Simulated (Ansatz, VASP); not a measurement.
## Two plane-wave programs on ZnS

```
CELL_PARAMETERS angstrom
4.15313 0.00000 0.00000
-2.07657 3.59672 0.00000
0.00000 0.00000 6.30533
ATOMIC_POSITIONS crystal
Zn 0.33333 0.66667 0.00522
Zn 0.66667 0.33333 0.50522
S 0.33333 0.66667 0.37978
S 0.66667 0.33333 0.87978
```

Change from the starting cell: strain +0.080 along x and y, +0.000 along z, atoms carried along.

Alike in both runs: task single point; functional PBE; k mesh 12 × 12 × 4; occupations gaussian, width 0.05 eV; no spin polarisation.

|  | VASP | Ansatz |
| --- | --- | --- |
| version | VASP 6.6.1 | Ansatz 0.2.0 |
| potentials or method | VASP PAW PBE potentials, release 64 (Zn, S), cutoff 520 eV | scalar-relativistic, plane waves, PAW |
| valence electrons in the cell | 36 | 36 |

```tsv
	VASP	Ansatz	Ansatz less VASP
gap on the k mesh at the Fermi level (eV)	1.44	1.45	+0.004
least direct gap on the mesh (eV)	1.44	1.45	+0.004
pressure (GPa)	-7.0	-7.0	-0.07
traceless stress, the component that is largest in VASP (GPa)	3.96	3.93	-0.035
rms of the force components (eV/Å)	0.118	0.114	-0.0034
```

Atom by atom the forces differ by 0.003 eV/Å (rms over components). The functional is the same, so the differences come from potentials, cutoffs and numerics.
